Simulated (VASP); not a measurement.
Set up this calculation in VASP 6.6.1, as the native input.

```yaml
Task: single point
Functional: PBEsol
Potentials_or_basis: VASP PAW PBE potentials, release 64 (Cu)
Cutoff: 520 eV
k_mesh: 10 × 10 × 10
Occupations: methfessel-paxton, width 0.05 eV
Spin: no spin polarisation
Dipole_correction: no
Further_INCAR_settings: ALGO = Normal; EDIFF = 1e-06; NBANDS = 12
```

The structure of Cu lies in POSCAR:

```
Cu
1.0
    2.1653731754      0.0000000000      0.0000000000
    0.0000000000      2.1653731754      0.0000000000
    0.0000000000      0.0000000000      2.1653731754
Cu
1
Direct
    0.0000000000      0.0000000000      0.0000000000
```

One way to write it, as run:

INCAR

```
SYSTEM = Cu
PREC = Accurate
ENCUT = 520
EDIFF = 1E-6
ISMEAR = 1
SIGMA = 0.05
LREAL = .FALSE.
LASPH = .TRUE.
NELM = 100
ALGO = Normal
ISIF = 2
LWAVE = .FALSE.
LCHARG = .FALSE.
GGA = PS
NBANDS = 12
```

KPOINTS

```
Automatic mesh
0
G
  10 10 10
  0 0 0
```

Potentials or basis: VASP PAW PBE potentials, release 64 (Cu).

The run is started by

```sh
$ cat potpaw_PBE.64/Cu/POTCAR > POTCAR
$ mpirun -np 1 vasp_std > vasp.out
```

Results of the run:

- Pressure: 60.7 GPa

Caveat: the PAW data sets were made with another functional, which shifts forces and pressure a little.

It took 1.8 s on 1 thread of Intel(R) Xeon(R) 6975P-C (Granite Rapids), with other jobs on the host, peak memory 0.11 GiB.
